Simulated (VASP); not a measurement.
# WC (Amm2) in VASP: notebook, part 2 of 2

VASP 6.6.1.

### Step 3. Single point, PBEsol (atoms displaced along a vibrational mode)

Input file INCAR:

```
ALGO = Fast
EDIFF = 1E-6
ENCUT = 520
GGA = PS
ISIF = 2
ISMEAR = 0
LASPH = T
LCHARG = T
LELF = T
LREAL = F
LVHAR = T
LWAVE = F
NBANDS = 16
NELM = 60
PREC = Accurate
SIGMA = 0.15
```

Input file KPOINTS:

```
k-points
0
Gamma
  24 24 22
```

Input file POSCAR:

```
WC
1.0
    2.8984136670      0.0000000000      0.0000000000
   -1.4492068335      2.5100998663      0.0000000000
    0.0000000000      0.0000000000      2.8276119036
W C
1 1
Direct
   -0.0013014220     -0.0026028441      0.0000000000
    0.6865861928      0.3731723857      0.5000000000
```

Potentials or basis: VASP PAW PBE potentials, release 64 (W_sv, C).

Started as:

```console
$ cat potpaw_PBE.64/W_sv/POTCAR potpaw_PBE.64/C/POTCAR > POTCAR
$ mpirun -np 1 vasp_std > vasp.out
```

OUTCAR:

```text
EDIFF = 1E-6
   ENCUT = 520
   GGA = PS
   ISIF = 2
   ISMEAR = 0
   LASPH = T
   LREAL = F
   NELM = 60
   PREC = Accurate

 ion  position               nearest neighbor table
   1  0.999  0.997  0.000-   2 2.11   2 2.11   2 2.23   2 2.23   2 2.23   2 2.23
   2  0.687  0.373  0.500-   1 2.11   1 2.11   1 2.23   1 2.23   1 2.23   1 2.23

  LATTYP: Found a hexagonal cell.
 ALAT       =     2.8984136670
 C/A-ratio  =     0.9755722366

  Lattice vectors:

 A1 = (   2.8984136670,   0.0000000000,   0.0000000000)
 A2 = (  -1.4492068335,   2.5100998663,   0.0000000000)
 A3 = (   0.0000000000,   0.0000000000,   2.8276119036)

Analysis of symmetry for initial positions (statically):
=====================================================================
 Subroutine PRICEL returns:
 Original cell was already a primitive cell.

 Routine SETGRP: Setting up the symmetry group for a
 hexagonal supercell.

 Subroutine GETGRP returns: Found  4 space group operations
 (whereof  4 operations were pure point group operations)
 out of a pool of 24 trial point group operations.

The static configuration has the point symmetry C_2v.

Analysis of symmetry for dynamics (positions and initial velocities):
=====================================================================
 Subroutine PRICEL returns:
 Original cell was already a primitive cell.

 Routine SETGRP: Setting up the symmetry group for a
 hexagonal supercell.

 Subroutine GETGRP returns: Found  4 space group operations
 (whereof  4 operations were pure point group operations)
 out of a pool of 24 trial point group operations.

The dynamic configuration has the point symmetry C_2v.

 Subroutine INISYM returns: Found  4 space group operations
 (whereof  4 operations are pure point group operations),
 and found     1 'primitive' translations

----------------------------------------------------------------------------------------

                                     Primitive cell

  volume of cell :      20.5717

  direct lattice vectors                    reciprocal lattice vectors
     2.898413667  0.000000000  0.000000000     0.345016314  0.199195262  0.000000000
    -1.449206833  2.510099866  0.000000000     0.000000000  0.398390524  0.000000000
     0.000000000  0.000000000  2.827611904     0.000000000  0.000000000  0.353655323

  length of vectors
     2.898413667  2.898413667  2.827611904     0.398390524  0.398390524  0.353655323

  position of ions in fractional coordinates (direct lattice)
     0.998698578  0.997397156  0.000000000
     0.686586193  0.373172386  0.500000000

  ion indices of the primitive-cell ions
   primitive index   ion index
                 1           1
                 2           2

----------------------------------------------------------------------------------------

 KPOINTS: k-points

Automatic generation of k-mesh.
 Grid dimensions read from file:
 generate k-points for:   24   24   22

 Generating k-lattice:

  Cartesian coordinates                     Fractional coordinates (reciprocal lattice)
     0.014375680  0.008299803  0.000000000     0.041666667  0.000000000  0.000000000
     0.000000000  0.016599605  0.000000000     0.000000000  0.041666667  0.000000000
     0.000000000  0.000000000  0.016075242     0.000000000  0.000000000  0.045454545

  Length of vectors
     0.016599605  0.016599605  0.016075242

  Shift w.r.t. Gamma in fractional coordinates (k-lattice)
     0.000000000  0.000000000  0.000000000

 Subroutine IBZKPT returns following result:
 ===========================================

 Found   1884 irreducible k-points:

 Following reciprocal coordinates:
            Coordinates               Weight
  0.000000  0.000000  0.000000      1.000000
  0.041667 -0.000000  0.000000      4.000000
  0.000000  0.041667  0.000000      2.000000
  0.083333  0.000000  0.000000      4.000000
  0.000000  0.083333  0.000000      2.000000
  0.125000  0.000000  0.000000      4.000000
[... 16 lines left out ...]
  0.000000  0.458333  0.000000      2.000000
  0.500000  0.000000  0.000000      2.000000
 [... further k-points ...]
   k-points           NKPTS =   1884   k-points in BZ     NKDIM =   1884   number of bands    NBANDS=     16
   number of dos      NEDOS =    301   number of ions     NIONS =      2
   total plane-waves  NPLWV =  13824
   dimension x,y,z NGX =    24 NGY =   24 NGZ =   24
   dimension x,y,z NGXF=    48 NGYF=   48 NGZF=   48
   ions per type =               1   1
   NGX,Y,Z   is equivalent  to a cutoff of  13.77, 13.77, 14.11 a.u.
   NGXF,Y,Z  is equivalent  to a cutoff of  27.53, 27.53, 28.22 a.u.
 SYSTEM =  unknown system
   PREC   = accura    normal or accurate (medium, high low for compatibility)
   ISTART =      0    job   : 0-new  1-cont  2-samecut
   ICHARG =      2    charge: 1-file 2-atom 10-const
   ISPIN  =      1    spin polarized calculation?
   LNONCOLLINEAR =      F non collinear calculations
   LSORBIT =      F    spin-orbit coupling
   LASPH  =      T    aspherical Exc in radial PAW
   ENCUT  =  520.0 eV  38.22 Ry    6.18 a.u.   5.39  5.39  5.26*2*pi/ulx,y,z
   NELM   =     60;   NELMIN=  2; NELMDL= -5     # of ELM steps
   EDIFF  = 0.1E-05   stopping-criterion for ELM
   LREAL  =      F    real-space projection
   EDIFFG = 0.1E-04   stopping-criterion for IOM
   NSW    =      0    number of steps for IOM
   IBRION =     -1    ionic relax: 0-MD 1-quasi-New 2-CG
   NFREE  =      0    steps in history (QN), initial steepest desc. (CG)
   ISIF   =      2    stress and relaxation
   ISYM   =      2    0-nonsym 1-usesym 2-fastsym
   POTIM  = 0.5000    time-step for ionic-motion
   TEBEG  =    0.0;   TEEND  =   0.0 temperature during run
   PSTRESS=    0.0 pullay stress
   NELECT =      18.0000    total number of electrons
   NUPDOWN=      -1.0000    fix difference up-down
   EMIN   =  10.00;   EMAX   =-10.00  energy-range for DOS
   EFERMI =   0.00;   METHOD = LEGACY
   ISMEAR =     0;   SIGMA  =   0.15  broadening in eV -4-tet -1-fermi 0-gaus
   EFERMI_NEDOS =   21; number of points for ismear=-14 and -15
   IALGO  =     68    algorithm
   IMIX   =      4    mixing-type and parameters
     AMIX     =   0.40;   BMIX     =  1.00
     AMIX_MAG =   1.60;   BMIX_MAG =  1.00
  volume/ion in A,a.u.               =      10.29        69.41
  Fermi-wavevector in a.u.,A,eV,Ry     =   1.565820  2.958971 33.358675  2.451793
  Thomas-Fermi vector in A             =   2.668240
   LORBIT       =      0    0 simple, 1 ext, 2 COOP (PROOUT), +10 PAW based schemes
   GGA     = PS    functional components
   LHFCALC =     F    Hartree Fock is set to
   AEXX    =    0.0000 exact exchange contribution
   IVDW    =     0    specifies the selected vdW correction
   LEPSILON=     F    determine dielectric tensor
   LRPA    =     F    only Hartree local field effects (RPA)
 non-spin polarized calculation
 RMM-DIIS sequential band-by-band and
 Gauss-broadening in eV      SIGMA  =   0.15
  energy-cutoff  :      520.00
  volume of cell :       20.57
 maximum number of plane-waves:       580
 NGX is ok and might be reduce to    24
   NGX = 11   NGY = 11   NGZ = 11

 number of electron      18.0000001 magnetization

 Free energy of the ion-electron system (eV)
  ---------------------------------------------------
  ext. energy  EPLUGINS =         0.00000000
  ---------------------------------------------------
  free energy    TOTEN  =       -23.80555911 eV

  energy without entropy =      -23.80237297  energy(sigma->0) =      -23.80396604

 E-fermi :  11.0841     XC(G=0): -13.9729

 val. band max:       11.0810012837   @ k =   0.4583   0.0417   0.3636
 cond. band min:      11.0923779524   @ k =   0.0000   0.0000   0.0000
 fundamental gap:      0.0113766687
 Fermi energy:        11.0841335968

 k-point     1 :       0.0000    0.0000    0.0000
  band No.  band energies     occupation
      1     -62.8506      2.00000
      2     -26.8466      2.00000
      3     -26.7380      2.00000
      4     -26.7297      2.00000
      5      -3.4401      2.00000
      6       6.5950      2.00000
[... 8 lines left out ...]
     15      25.4171      0.00000
     16      27.1468      0.00000
[... 419 lines left out ...]
 k-point    24 :       0.5000    0.0000    0.0000
  band No.  band energies     occupation
      1     -62.7897      2.00000
      2     -27.5750      2.00000
      3     -26.9290      2.00000
      4     -26.7320      2.00000
      5      -0.1743      2.00000
      6       4.1364      2.00000
[... 8 lines left out ...]
     15      23.8029      0.00000
     16      28.6854      0.00000

 [... further k-points ...]

------------------------ aborting loop because EDIFF is reached ----------------------------------------

  FORCE on cell =-STRESS in cart. coord.  units (eV):
  Direction    XX          YY          ZZ          XY          YZ          ZX
  --------------------------------------------------------------------------------------
  -------------------------------------------------------------------------------------
  Total       -0.2690308      0.9585905      0.5811097      0.0000000      0.0000000      0.0000000
  in kB      -20.9527649     74.6573455     45.2582245      0.0000000      0.0000000      0.0000000
  external PRESSURE =      32.9876017 kB  Pullay stress =       0.0000000 kB

 VOLUME and BASIS-vectors are now :
 -----------------------------------------------------------------------------
  energy-cutoff  :      520.00
  volume of cell :       20.57
      direct lattice vectors                 reciprocal lattice vectors
     2.898413667  0.000000000  0.000000000     0.345016314  0.199195262  0.000000000
    -1.449206833  2.510099866  0.000000000     0.000000000  0.398390524  0.000000000
     0.000000000  0.000000000  2.827611904     0.000000000  0.000000000  0.353655323

 POSITION                                       TOTAL-FORCE (eV/Angst)
 -----------------------------------------------------------------------------------
      1.44921      2.50357      0.00000         0.000000      1.831538      0.000000
      1.44921      0.93670      1.41381        -0.000000     -1.831538      0.000000
 -----------------------------------------------------------------------------------
    total drift:                               -0.000000     -0.000067     -0.000000

  FREE ENERGIE OF THE ION-ELECTRON SYSTEM (eV)
  ---------------------------------------------------
  free  energy   TOTEN  =       -23.8055591138 eV

  energy  without entropy=      -23.8023729686  energy(sigma->0) =      -23.80396604
```

stdout:

```text
POSCAR found type information on POSCAR W C
 POSCAR found :  2 types and       2 ions
 scaLAPACK will be used
 -----------------------------------------------------------------------------
|                                                                             |
|                                                                             |
|     You enforced a specific xc type in the INCAR file but a different       |
[... 21 lines left out ...]
WARNING in EDDRMM: call to ZHEGV failed, returncode =   6  3     15
WARNING in EDDRMM: call to ZHEGV failed, returncode =   8  4     14
WARNING in EDDRMM: call to ZHEGV failed, returncode =   8  4     14
WARNING in EDDRMM: call to ZHEGV failed, returncode =   6  3     13
WARNING in EDDRMM: call to ZHEGV failed, returncode =   8  4     13
WARNING in EDDRMM: call to ZHEGV failed, returncode =   8  4     15
WARNING in EDDRMM: call to ZHEGV failed, returncode =   8  4     14
```

Wall time 16 min (1 thread of Oxide Virtual Turin-like, shared host); peak memory 0.64 GiB.

What came out:

- Free energy: -23.8056 eV
- Pressure: 3.3 GPa
- Largest force: 1.832 eV/Å
- Band gap on the k mesh: zero (bands 9 and 10 overlap by 1.35 eV)

Forces on the atoms (eV/Å):
```
W    0.000  1.832  0.000
C    0.000 -1.832  0.000
```

Caveat: the cell differs from its parent crystal (atoms displaced along a vibrational mode); the stress differs along the axes, from -2 to 7 GPa; the PAW data sets were made with another functional, which shifts forces and pressure a little; spin-orbit coupling is left out, which moves the levels of the heavy elements.
